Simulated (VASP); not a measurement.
Input of a VASP 6.6.1 run:

The input INCAR:

```
SYSTEM = Bi2Se3
PREC = Accurate
ENCUT = 520
EDIFF = 1E-6
ISMEAR = -1
SIGMA = 0.05
LREAL = .FALSE.
LASPH = .TRUE.
NELM = 100
ALGO = Normal
ISIF = 2
LWAVE = .FALSE.
LCHARG = .FALSE.
GGA = PE
NBANDS = 32
```

The input KPOINTS:

```
Automatic mesh
0
G
  8 8 8
  0 0 0
```

File POSCAR:

```
Bi2Se3
1.0
    2.0953003022      1.2097221935     10.3965165554
   -2.0953003022      1.2097221935     10.3965165554
    0.0000000000     -2.4194443871     10.3965165554
Bi Se
2 3
Direct
    0.6041506910      0.6041506910      0.6041506910
    0.3958493090      0.3958493090      0.3958493090
    0.7792809165      0.7792809165      0.7792809165
    0.2207190835      0.2207190835      0.2207190835
    0.0000000000      0.0000000000      0.0000000000
```

Potentials or basis: VASP PAW PBE potentials, release 64 (Bi_d, Se).

Command:

```console
$ cat potpaw_PBE.64/Bi_d/POTCAR potpaw_PBE.64/Se/POTCAR > POTCAR
$ mpirun -np 1 vasp_std > vasp.out
```

Question: Estimate the band gap on the k mesh.

Answer: 0.69 eV.

Question: Estimate the pressure.

Answer: 0.0 GPa.

Question: Predict the largest force.

Answer: 0.010 eV/Å.

Forces on the atoms (eV/Å):
```
Bi   0.000  0.000  0.008
Bi   0.000  0.000 -0.008
Se   0.000  0.000  0.010
Se   0.000  0.000 -0.010
Se   0.000  0.000  0.000
```

Caveat: spin-orbit coupling is left out, which moves the levels of the heavy elements. A k mesh can miss the band edges.
